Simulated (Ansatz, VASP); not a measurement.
# One calculation of ZrWS3, two programs

```
Zr W S
1.0
     4.65226    0.00000    0.00000
     0.00000    4.65226    0.00000
     0.00000    0.00000    4.65226
Zr W S
1 1 3
Cartesian
  0.0000 0.0000 0.0000
  2.3261 2.3261 2.3261
  0.0000 2.3261 2.3261
  2.3261 2.3261 0.0000
  2.3261 0.0000 2.3261
```

Change from the starting cell: species swapped into the YbRh3C type (Pm-3m, No. 221).

Alike in both runs: functional PBE; k mesh 8 × 8 × 8; occupations gaussian, width 0.1 eV; collinear spin.

Ansatz relaxed the structure, and its values are those at the end. VASP's run is a single point on that final structure, the one shown.

|  | VASP | Ansatz |
| --- | --- | --- |
| version | VASP 6.6.1 | Ansatz 0.2.0 |
| potentials or method | VASP PAW PBE potentials, release 64 (Zr_sv, W_sv, S), cutoff 520 eV | scalar-relativistic, plane waves, PAW |
| valence electrons in the cell | 44 | 44 |

|  | VASP | Ansatz | Ansatz less VASP |
| --- | --- | --- | --- |
| gap on the k mesh at the Fermi level (eV) | none | none | - |
| pressure (GPa) | -1.1 | 0.0 | +1.08 |
| net moment per atom (μB) | 0.00 | 0.33 | +0.325 |
| size of the moment on the site where the two differ most (μB) | 0.01 | 1.12 | +1.119 |

The net moments are unlike, so the other rows may belong to different states. Site moments also hang on the region over which each program counts them. A gap of «none» marks a metal or a gap that the smearing closes.

Neither program's run includes spin-orbit coupling.
